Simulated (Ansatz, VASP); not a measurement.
# One calculation of HgTe, two programs

File POSCAR:

```
HgTe
1.0
    0.0000000000      3.2559318032      3.2559318032
    3.2559318032      0.0000000000      3.2559318032
    3.2559318032      3.2559318032      0.0000000000
Hg Te
1 1
Direct
    0.0000000000      0.0000000000      0.0000000000
    0.2500000000      0.2500000000      0.2500000000
```

The input INCAR.step1:

```
SYSTEM = HgTe
PREC = Accurate ; ENCUT = 520
ISMEAR = -1 ; SIGMA = 0.02
LREAL = .False. ; LASPH = .True.
NELM = 80 ; NBANDS = 16
GGA = PE ; ALGO = Normal
EDIFF = 1E-4 ; LWAVE = .True.
LCHARG = .False.
```

INCAR.step2

```
SYSTEM = HgTe
PREC = Accurate ; ENCUT = 520
EDIFF = 1E-7 ; ISMEAR = -1
SIGMA = 0.02 ; LREAL = .False.
LASPH = .True. ; NELM = 80
ALGO = Normal ; ISIF = 2
LWAVE = .False. ; LCHARG = .False.
METAGGA = R2SCAN ; LMIXTAU = .True.
NBANDS = 16 ; ISTART = 1
```

File KPOINTS:

```
Automatic mesh
0
Gamma
  6 6 6
  0 0 0
```

Input for Ansatz:

```yaml
crystal:
  lattice:
    - [0.0, 3.2559318032, 3.2559318032]
    - [3.2559318032, 0.0, 3.2559318032]
    - [3.2559318032, 3.2559318032, 0.0]
  atoms:
    - { symbol: Hg, position: [0.0, 0.0, 0.0] }
    - { symbol: Te, position: [0.25, 0.25, 0.25] }
kpoints:
  mp_grid: { grid: [6, 6, 6] }
hamiltonian:
  xc: r2scan
scf:
  occupations: { method: fermi_dirac, width: 0.02 }
  n_extra_bands: 4
output:
  forces: true
  stress: true
  eigenvalues: true
```

Alike in both runs: task single point; functional r2SCAN; k mesh 6 × 6 × 6; occupations fermi-dirac, width 0.02 eV; no spin polarisation.

```csv
,VASP,Ansatz
version,VASP 6.6.1,Ansatz 0.2.0
potentials or method,"VASP PAW PBE potentials, release 64 (Hg, Te)","plane waves, PAW"
plane-wave cutoff (eV),520,500
valence electrons in the cell,18,36
```

```csv
,VASP,Ansatz,Ansatz less VASP
pressure (GPa),1.3,1.3,-0.07
```

VASP's potentials were made for PBE, not for r2SCAN. VASP's potentials hold 18 valence electrons a cell and Ansatz's 36, so a difference there can come from the potentials and not from the codes.

Neither program's run includes spin-orbit coupling.
